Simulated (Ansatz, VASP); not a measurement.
Two plane-wave programs on Ti3Al

```
Ti Al
1.0
     0.00000    3.22186    3.22186
     3.22186    0.00000    3.22186
     3.22186    3.22186    0.00000
Ti Al
3 1
Direct
  0.75000 0.75000 0.75000
  0.25000 0.25000 0.25000
  0.00000 0.00000 0.00000
  0.50000 0.50000 0.50000
```

Alike in both runs: functional PBE; k mesh 12 × 12 × 12; occupations gaussian, width 0.1 eV; no spin polarisation.

Ansatz relaxed the structure, and its values are those at the end. VASP's run is a single point on that final structure, the one shown.

|  | VASP | Ansatz |
| --- | --- | --- |
| version | VASP 6.6.1 | Ansatz 0.2.0 |
| potentials or method | VASP PAW PBE potentials, release 64 (Ti_sv, Al), cutoff 520 eV | scalar-relativistic, plane waves, PAW |
| valence electrons in the cell | 39 | 39 |

VASP gave:

```
gap on the k mesh at the Fermi level (eV) : none
pressure (GPa)                            : -0.1
```

Task: Estimate Ansatz's values.

Result: gap on the k mesh at the Fermi level (eV): none; pressure (GPa): 0.0.

A gap of «none» marks a metal or a gap that the smearing closes.
